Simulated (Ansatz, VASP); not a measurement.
One calculation of Al2O3, two programs

The input POSCAR:

```
Al2O3
1.0
    2.3307500077      1.3456591443      4.2433658111
   -2.3307500077      1.3456591443      4.2433658111
    0.0000000000     -2.6913182887      4.2433658111
Al O
4 6
Direct
    0.3519098049      0.3519098049      0.3519098049
    0.1480901951      0.1480901951      0.1480901951
    0.6480901951      0.6480901951      0.6480901951
    0.8519098049      0.8519098049      0.8519098049
    0.5563680097      0.9436319903      0.2500000000
    0.2500000000      0.5563680097      0.9436319903
    0.9436319903      0.2500000000      0.5563680097
    0.4436319903      0.0563680097      0.7500000000
    0.7500000000      0.4436319903      0.0563680097
    0.0563680097      0.7500000000      0.4436319903
```

INCAR.step1

```
SYSTEM = Al2O3
  PREC = Accurate
  ENCUT = 520
  ISMEAR = 0
  SIGMA = 0.01
  LREAL = .False.
  LASPH = .True.
  NELM = 100
  NBANDS = 35
  GGA = PE
  ALGO = Normal
  EDIFF = 1E-4
  LWAVE = .True.
  LCHARG = .False.
```

File INCAR.step2:

```
SYSTEM = Al2O3
  PREC = Accurate
  ENCUT = 520
  EDIFF = 1E-6
  ISMEAR = 0
  SIGMA = 0.01
  LREAL = .False.
  LASPH = .True.
  NELM = 100
  ALGO = Normal
  ISIF = 2
  LWAVE = .False.
  LCHARG = .False.
  METAGGA = R2SCAN
  LMIXTAU = .True.
  NBANDS = 35
  ISTART = 1
```

The input KPOINTS:

```
regular mesh
0
Gamma
  6 6 6
  0 0 0
```

Input for Ansatz:

```yaml
crystal:
  lattice:
    - [2.3307500077, 1.3456591443, 4.2433658111]
    - [-2.3307500077, 1.3456591443, 4.2433658111]
    - [0.0, -2.6913182887, 4.2433658111]
  atoms:
    - { symbol: Al, position: [0.3519098049, 0.3519098049, 0.3519098049] }
    - { symbol: Al, position: [0.1480901951, 0.1480901951, 0.1480901951] }
    - { symbol: Al, position: [0.6480901951, 0.6480901951, 0.6480901951] }
    - { symbol: Al, position: [0.8519098049, 0.8519098049, 0.8519098049] }
    - { symbol: O, position: [0.5563680097, 0.9436319903, 0.25] }
    - { symbol: O, position: [0.25, 0.5563680097, 0.9436319903] }
    - { symbol: O, position: [0.9436319903, 0.25, 0.5563680097] }
    - { symbol: O, position: [0.4436319903, 0.0563680097, 0.75] }
    - { symbol: O, position: [0.75, 0.4436319903, 0.0563680097] }
    - { symbol: O, position: [0.0563680097, 0.75, 0.4436319903] }
kpoints:
  mp_grid: { grid: [6, 6, 6] }
hamiltonian:
  xc: r2scan
scf:
  occupations: { method: fixed }
  n_extra_bands: 6
output:
  forces: true
  stress: true
  eigenvalues: true
```

Alike in both runs: task single point; functional r2SCAN; k mesh 6 × 6 × 6; no spin polarisation.

```csv
,VASP,Ansatz
version,VASP 6.6.1,Ansatz 0.2.0
potentials or method,"VASP PAW PBE potentials, release 64 (Al, O)","plane waves, PAW"
plane-wave cutoff (eV),520,500
occupations,"gaussian, width 0.01 eV",fixed
valence electrons in the cell,48,48
```

```tsv
	VASP	Ansatz	Ansatz less VASP
gap on the k mesh at the Fermi level (eV)	7.98	7.96	-0.021
pressure (GPa)	17.6	18.0	+0.43
traceless stress, the component that is largest in VASP (GPa)	-0.96	-0.89	+0.072
rms of the force components (eV/Å)	0.037	0.039	+0.0018
```

VASP's potentials were made for PBE, not for r2SCAN. Atom by atom the forces differ by 0.011 eV/Å (rms over components).
